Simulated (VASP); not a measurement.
# SiB5C (P4/mmm) in VASP: single point with PBE

Aim: the single point of SiB5C with PBE.

Program: VASP 6.6.1. These are calculated values, not measurements. Logs are shortened: lines on timing, memory, paths and dates and some standing lists are left out, and cuts for length are marked.

## (1) The cell of the first run

The structure is tetragonal, space group P4/mmm (No. 123). The conventional cell has a = 4.723 Å, b = 4.723 Å, c = 3.575 Å, α = 90.00°, β = 90.00°, γ = 90.00°. Si (site symmetry 4/mmm) has 2 C at 1.79 Å within 2.4 Å. Within 2.1 Å of B (site symmetry m2m) lie 2 B at 1.57 to 1.58 Å. Within 2.1 Å of B (site symmetry 4/mmm) lie 4 B at 1.58 Å. C (site symmetry 4/mmm) has 2 Si at 1.79 Å and 8 B at 2.49 Å within 2.5 Å.

The cell was built from a structure type or drawn by symmetry, and may not be a known phase.

## (2) Single point, PBE

Contents of INCAR:

```
ALGO = Normal
EDIFF = 1E-6
ENCUT = 600
GGA = PE
GGA_COMPAT = False
ISIF = 2
ISMEAR = 0
LASPH = True
LCHARG = False
LREAL = False
LWAVE = False
NBANDS = 20
NELM = 120
PREC = Accurate
SIGMA = 0.2
```

Contents of KPOINTS:

```
k-points
0
Gamma
  4 4 4
```

Contents of POSCAR:

```
SiB5C
1.0
    4.7228015377      0.0000000000      0.0000000000
    0.0000000000      4.7228015377      0.0000000000
    0.0000000000      0.0000000000      3.5754264754
Si B C
1 5 1
Direct
    0.5000000000      0.5000000000      0.5000000000
    0.3338900827      0.0000000000      0.0000000000
    0.6661099173      0.0000000000      0.0000000000
    0.0000000000      0.3338900827      0.0000000000
    0.0000000000      0.6661099173      0.0000000000
    0.0000000000      0.0000000000      0.0000000000
    0.5000000000      0.5000000000      0.0000000000
```

Potentials or basis: VASP PAW PBE potentials, release 64 (Si, B, C).

Started as:

```sh
> cat potpaw_PBE.64/Si/POTCAR potpaw_PBE.64/B/POTCAR potpaw_PBE.64/C/POTCAR > POTCAR
> mpirun -np 1 vasp_std > vasp.out
```

OUTCAR:

```text
EDIFF = 1E-6
   ENCUT = 600
   GGA = PE
   ISIF = 2
   ISMEAR = 0
   LASPH = True
   LREAL = False
   NELM = 120
   PREC = Accurate

 ion  position               nearest neighbor table
   1  0.500  0.500  0.500-   7 1.79   7 1.79
   2  0.334  0.000  0.000-   3 1.57   6 1.58
   3  0.666  0.000  0.000-   2 1.57   6 1.58
   4  0.000  0.334  0.000-   5 1.57   6 1.58
   5  0.000  0.666  0.000-   4 1.57   6 1.58
   6  0.000  0.000  0.000-   2 1.58   3 1.58   4 1.58   5 1.58
   7  0.500  0.500  0.000-   1 1.79   1 1.79

  LATTYP: Found a simple tetragonal cell.
 ALAT       =     4.7228015377
 C/A-ratio  =     0.7570562614

  Lattice vectors:

 A1 = (   4.7228015377,   0.0000000000,   0.0000000000)
 A2 = (   0.0000000000,   4.7228015377,   0.0000000000)
 A3 = (   0.0000000000,   0.0000000000,   3.5754264754)

Analysis of symmetry for initial positions (statically):
=====================================================================
 Subroutine PRICEL returns:
 Original cell was already a primitive cell.

 Routine SETGRP: Setting up the symmetry group for a
 simple tetragonal supercell.

 Subroutine GETGRP returns: Found 16 space group operations
 (whereof 16 operations were pure point group operations)
 out of a pool of 16 trial point group operations.

The static configuration has the point symmetry D_4h.

Analysis of symmetry for dynamics (positions and initial velocities):
=====================================================================
 Subroutine PRICEL returns:
 Original cell was already a primitive cell.

 Routine SETGRP: Setting up the symmetry group for a
 simple tetragonal supercell.

 Subroutine GETGRP returns: Found 16 space group operations
 (whereof 16 operations were pure point group operations)
 out of a pool of 16 trial point group operations.

The dynamic configuration has the point symmetry D_4h.

 Subroutine INISYM returns: Found 16 space group operations
 (whereof 16 operations are pure point group operations),
 and found     1 'primitive' translations

----------------------------------------------------------------------------------------

                                     Primitive cell

  volume of cell :      79.7494

  direct lattice vectors                    reciprocal lattice vectors
     4.722801538  0.000000000  0.000000000     0.211738730  0.000000000  0.000000000
     0.000000000  4.722801538  0.000000000     0.000000000  0.211738730  0.000000000
     0.000000000  0.000000000  3.575426475     0.000000000  0.000000000  0.279686915

  length of vectors
     4.722801538  4.722801538  3.575426475     0.211738730  0.211738730  0.279686915

  position of ions in fractional coordinates (direct lattice)
     0.500000000  0.500000000  0.500000000
     0.333890083  0.000000000  0.000000000
     0.666109917  0.000000000  0.000000000
     0.000000000  0.333890083  0.000000000
     0.000000000  0.666109917  0.000000000
     0.000000000  0.000000000  0.000000000
     0.500000000  0.500000000  0.000000000

  ion indices of the primitive-cell ions
   primitive index   ion index
                 1           1
                 2           2
                 3           3
                 4           4
                 5           5
                 6           6
                 7           7

----------------------------------------------------------------------------------------

 KPOINTS: k-points

Automatic generation of k-mesh.
 Grid dimensions read from file:
 generate k-points for:    4    4    4

 Generating k-lattice:

  Cartesian coordinates                     Fractional coordinates (reciprocal lattice)
     0.052934683  0.000000000  0.000000000     0.250000000  0.000000000  0.000000000
     0.000000000  0.052934683  0.000000000     0.000000000  0.250000000  0.000000000
     0.000000000  0.000000000  0.069921729     0.000000000  0.000000000  0.250000000

  Length of vectors
     0.052934683  0.052934683  0.069921729

  Shift w.r.t. Gamma in fractional coordinates (k-lattice)
     0.000000000  0.000000000  0.000000000

 Subroutine IBZKPT returns following result:
 ===========================================

 Found     18 irreducible k-points:

 Following reciprocal coordinates:
            Coordinates               Weight
  0.000000  0.000000  0.000000      1.000000
  0.250000  0.000000  0.000000      4.000000
  0.500000  0.000000  0.000000      2.000000
  0.250000  0.250000  0.000000      4.000000
  0.500000  0.250000  0.000000      4.000000
  0.500000  0.500000  0.000000      1.000000
[... 10 lines left out ...]
  0.500000  0.250000  0.500000      4.000000
  0.500000  0.500000  0.500000      1.000000
   k-points           NKPTS =     18   k-points in BZ     NKDIM =     18   number of bands    NBANDS=     20
   number of dos      NEDOS =    301   number of ions     NIONS =      7
   total plane-waves  NPLWV =  48000
   dimension x,y,z NGX =    40 NGY =   40 NGZ =   30
   dimension x,y,z NGXF=    80 NGYF=   80 NGZF=   60
   ions per type =               1   5   1
   NGX,Y,Z   is equivalent  to a cutoff of  14.08, 14.08, 13.95 a.u.
   NGXF,Y,Z  is equivalent  to a cutoff of  28.16, 28.16, 27.90 a.u.
 SYSTEM =  unknown system
   PREC   = accura    normal or accurate (medium, high low for compatibility)
   ISTART =      0    job   : 0-new  1-cont  2-samecut
   ICHARG =      2    charge: 1-file 2-atom 10-const
   ISPIN  =      1    spin polarized calculation?
   LNONCOLLINEAR =      F non collinear calculations
   LSORBIT =      F    spin-orbit coupling
   LASPH  =      T    aspherical Exc in radial PAW
   ENCUT  =  600.0 eV  44.10 Ry    6.64 a.u.   9.43  9.43  7.14*2*pi/ulx,y,z
   NELM   =    120;   NELMIN=  2; NELMDL= -5     # of ELM steps
   EDIFF  = 0.1E-05   stopping-criterion for ELM
   LREAL  =      F    real-space projection
   EDIFFG = 0.1E-04   stopping-criterion for IOM
   NSW    =      0    number of steps for IOM
   IBRION =     -1    ionic relax: 0-MD 1-quasi-New 2-CG
   NFREE  =      0    steps in history (QN), initial steepest desc. (CG)
   ISIF   =      2    stress and relaxation
   ISYM   =      2    0-nonsym 1-usesym 2-fastsym
   POTIM  = 0.5000    time-step for ionic-motion
   TEBEG  =    0.0;   TEEND  =   0.0 temperature during run
   PSTRESS=    0.0 pullay stress
   NELECT =      23.0000    total number of electrons
   NUPDOWN=      -1.0000    fix difference up-down
   EMIN   =  10.00;   EMAX   =-10.00  energy-range for DOS
   EFERMI =   0.00;   METHOD = LEGACY
   ISMEAR =     0;   SIGMA  =   0.20  broadening in eV -4-tet -1-fermi 0-gaus
   EFERMI_NEDOS =   21; number of points for ismear=-14 and -15
   IALGO  =     38    algorithm
   IMIX   =      4    mixing-type and parameters
     AMIX     =   0.40;   BMIX     =  1.00
     AMIX_MAG =   1.60;   BMIX_MAG =  1.00
  volume/ion in A,a.u.               =      11.39        76.88
  Fermi-wavevector in a.u.,A,eV,Ry     =   1.081621  2.043967 15.917504  1.169904
  Thomas-Fermi vector in A             =   2.217642
   LORBIT       =      0    0 simple, 1 ext, 2 COOP (PROOUT), +10 PAW based schemes
   GGA     = PE    functional components
   LHFCALC =     F    Hartree Fock is set to
   AEXX    =    0.0000 exact exchange contribution
   IVDW    =     0    specifies the selected vdW correction
   LEPSILON=     F    determine dielectric tensor
   LRPA    =     F    only Hartree local field effects (RPA)
 non-spin polarized calculation
 Gauss-broadening in eV      SIGMA  =   0.20
  energy-cutoff  :      600.00
  volume of cell :       79.75
 maximum number of plane-waves:      2686
 NGX is ok and might be reduce to    40
   NGX = 19   NGY = 19   NGZ = 15

 number of electron      23.0000000 magnetization

 Free energy of the ion-electron system (eV)
  ---------------------------------------------------
  ext. energy  EPLUGINS =         0.00000000
  ---------------------------------------------------
  free energy    TOTEN  =       -38.99927757 eV

  energy without entropy =      -38.97607604  energy(sigma->0) =      -38.98767680

 E-fermi :   4.3780     XC(G=0): -10.0853

 val. band max:        4.2847232891   @ k =   0.5000   0.5000   0.0000
 cond. band min:       4.3784620530   @ k =   0.0000   0.0000   0.5000
 fundamental gap:      0.0937387638
 Fermi energy:         4.3780214726

 k-point     1 :       0.0000    0.0000    0.0000
  band No.  band energies     occupation
      1     -10.0072      2.00000
      2      -6.6693      2.00000
      3      -3.8772      2.00000
      4      -3.8772      2.00000
      5      -3.2436      2.00000
      6      -1.5192      2.00000
[... 12 lines left out ...]
     19       9.8205      0.00000
     20       9.8205      0.00000

 k-point     2 :       0.2500    0.0000    0.0000
  band No.  band energies     occupation
      1      -9.7723      2.00000
      2      -7.2486      2.00000
      3      -4.2860      2.00000
      4      -3.5899      2.00000
      5      -2.5831      2.00000
      6      -1.6203      2.00000
[... 12 lines left out ...]
     19       8.8605      0.00000
     20       9.8037      0.00000

 k-point     3 :       0.5000    0.0000    0.0000
  band No.  band energies     occupation
      1      -9.4117      2.00000
      2      -7.9272      2.00000
      3      -3.9606      2.00000
      4      -3.4327      2.00000
      5      -3.1174      2.00000
      6      -1.5469      2.00000
[... 12 lines left out ...]
     19       9.3245      0.00000
     20       9.5661      0.00000

 k-point     4 :       0.2500    0.2500    0.0000
  band No.  band energies     occupation
      1      -9.5553      2.00000
      2      -7.3549      2.00000
      3      -5.2457      2.00000
      4      -3.8387      2.00000
      5      -2.0021      2.00000
      6      -1.4688      2.00000
[... 291 lines left out ...]
 k-point    17 :       0.5000    0.2500    0.5000
  band No.  band energies     occupation
      1      -7.9834      2.00000
      2      -7.2064      2.00000
      3      -5.0155      2.00000
      4      -4.3877      2.00000
      5      -4.3849      2.00000
      6      -1.2530      2.00000
[... 12 lines left out ...]
     19       9.0968      0.00000
     20      10.5921      0.00000

 k-point    18 :       0.5000    0.5000    0.5000
  band No.  band energies     occupation
      1      -7.7382      2.00000
      2      -6.9301      2.00000
      3      -5.1365      2.00000
      4      -5.1365      2.00000
      5      -4.9100      2.00000
      6      -0.4735      2.00000
[... 12 lines left out ...]
     19      10.4193      0.00000
     20      10.6639      0.00000

------------------------ aborting loop because EDIFF is reached ----------------------------------------

  FORCE on cell =-STRESS in cart. coord.  units (eV):
  Direction    XX          YY          ZZ          XY          YZ          ZX
  --------------------------------------------------------------------------------------
  -------------------------------------------------------------------------------------
  Total       -0.3487173     -0.3487173      0.0430201      0.0000000     -0.0000000      0.0000000
  in kB       -7.0057853     -7.0057853      0.8642807      0.0000000     -0.0000000      0.0000000
  external PRESSURE =      -4.3824299 kB  Pullay stress =       0.0000000 kB

 VOLUME and BASIS-vectors are now :
 -----------------------------------------------------------------------------
  energy-cutoff  :      600.00
  volume of cell :       79.75
      direct lattice vectors                 reciprocal lattice vectors
     4.722801538  0.000000000  0.000000000     0.211738730  0.000000000  0.000000000
     0.000000000  4.722801538  0.000000000     0.000000000  0.211738730  0.000000000
     0.000000000  0.000000000  3.575426475     0.000000000  0.000000000  0.279686915

 POSITION                                       TOTAL-FORCE (eV/Angst)
 -----------------------------------------------------------------------------------
      2.36140      2.36140      1.78771        -0.000000      0.000000     -0.000000
      1.57690      0.00000      0.00000         0.069476     -0.000000      0.000000
      3.14590      0.00000      0.00000        -0.069476     -0.000000     -0.000000
      0.00000      1.57690      0.00000        -0.000000      0.069476      0.000000
      0.00000      3.14590      0.00000         0.000000     -0.069476      0.000000
      0.00000      0.00000      0.00000        -0.000000      0.000000     -0.000000
      2.36140      2.36140      0.00000        -0.000000      0.000000     -0.000000
 -----------------------------------------------------------------------------------
    total drift:                                0.000000      0.000000     -0.000000

  FREE ENERGIE OF THE ION-ELECTRON SYSTEM (eV)
  ---------------------------------------------------
  free  energy   TOTEN  =       -38.9992775693 eV

  energy  without entropy=      -38.9760760371  energy(sigma->0) =      -38.98767680
```

Run time: 44 s. Hardware: 1 thread of Intel Xeon 8259CL, shared host; peak memory 0.22 GiB.

What came out:

* Free energy: -38.9993 eV
* Pressure: -0.4 GPa
* Largest force: 0.069 eV/Å
* Band gap on the k mesh: zero (an odd number of electrons rules out a gap without spin polarisation)

Forces in eV/Å, atoms in the order of the input:
```
Si   0.000  0.000  0.000
B    0.069  0.000  0.000
B   -0.069  0.000  0.000
B    0.000  0.069  0.000
B    0.000 -0.069  0.000
B    0.000  0.000  0.000
C    0.000  0.000  0.000
```

Caveat: the k points lie up to 0.44 Å⁻¹ apart, too coarse for converged energies and pressures of a metal.
